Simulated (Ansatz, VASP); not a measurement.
## Two plane-wave programs on Ca

```
Ca
1.0
     0.00000    2.77430    2.77430
     2.77430    0.00000    2.77430
     2.77430    2.77430    0.00000
Ca
1
Direct
  0.00000 0.00000 0.00000
```

Alike in both runs: task single point; functional LDA; k mesh 17 × 17 × 17; occupations fermi-dirac, width 0.1 eV; no spin polarisation.

|  | VASP | Ansatz |
| --- | --- | --- |
| version | VASP 6.6.1 | Ansatz 0.2.0 |
| potentials or method | VASP PAW LDA potentials, release 64 (Ca_sv), cutoff 520 eV | plane waves (420 eV) with PAW, scalar-relativistic |
| valence electrons in the cell | 10 | 10 |

|  | VASP | Ansatz | Ansatz less VASP |
| --- | --- | --- | --- |
| pressure (GPa) | -1.8 | -1.8 | 0.00 |

Ansatz warns that its potentials were made for another functional, while VASP's fit it. LDA's correlation is that of Perdew and Zunger in VASP and of Perdew and Wang (1992) in Ansatz.
